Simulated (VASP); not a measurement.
Write the native input for VASP 6.6.1 that does the following.

* Task: single point
* Functional: PBE
* Potentials or basis: VASP PAW PBE potentials, release 64 (Y_sv, Ta_pv, Se)
* Cutoff: 500 eV
* k mesh: 8 × 8 × 8
* Occupations: gaussian, width 0.1 eV
* Spin: no spin polarisation
* Dipole correction: no
* Further INCAR settings: ALGO = Normal; EDIFF = 1e-06; NBANDS = 28

The structure of YTaSe3 lies in POSCAR:

```
YTaSe3
1.0
    5.0089191777      0.0000000000      0.0000000000
    0.0000000000      5.0089191777      0.0000000000
    0.0000000000      0.0000000000      5.0089191777
Y Ta Se
1 1 3
Direct
    0.5000000000      0.5000000000      0.5000000000
    0.0000000000      0.0000000000      0.0000000000
    0.5000000000      0.0000000000      0.0000000000
    0.0000000000      0.5000000000      0.0000000000
    0.0000000000      0.0000000000      0.5000000000
```

The input as run:

INCAR

```
PREC = Accurate
ENCUT = 500
EDIFF = 1E-6
ISMEAR = 0
SIGMA = 0.1
LREAL = F
LASPH = T
NELM = 120
ALGO = Normal
ISIF = 2
LWAVE = F
LCHARG = F
GGA = PE
NBANDS = 28
GGA_COMPAT = F
```

KPOINTS

```
Automatic mesh
0
Gamma
  8 8 8
```

Potentials or basis: VASP PAW PBE potentials, release 64 (Y_sv, Ta_pv, Se).

Command:

```bash
$ cat potpaw_PBE.64/Y_sv/POTCAR potpaw_PBE.64/Ta_pv/POTCAR potpaw_PBE.64/Se/POTCAR > POTCAR
$ mpirun -np 1 vasp_std > vasp.out
```

Results of the run:

| Item | Value |
| --- | --- |
| Pressure | 0.2 GPa |
| Band gap on the k mesh | zero (bands 20 and 21 overlap by 2.01 eV) |

Caveat: spin-orbit coupling is left out, which moves the levels of the heavy elements.

It took 84 s on 1 thread of Intel(R) Xeon(R) Platinum 8559C (Emerald Rapids) (shared host), peak memory 0.33 GiB.
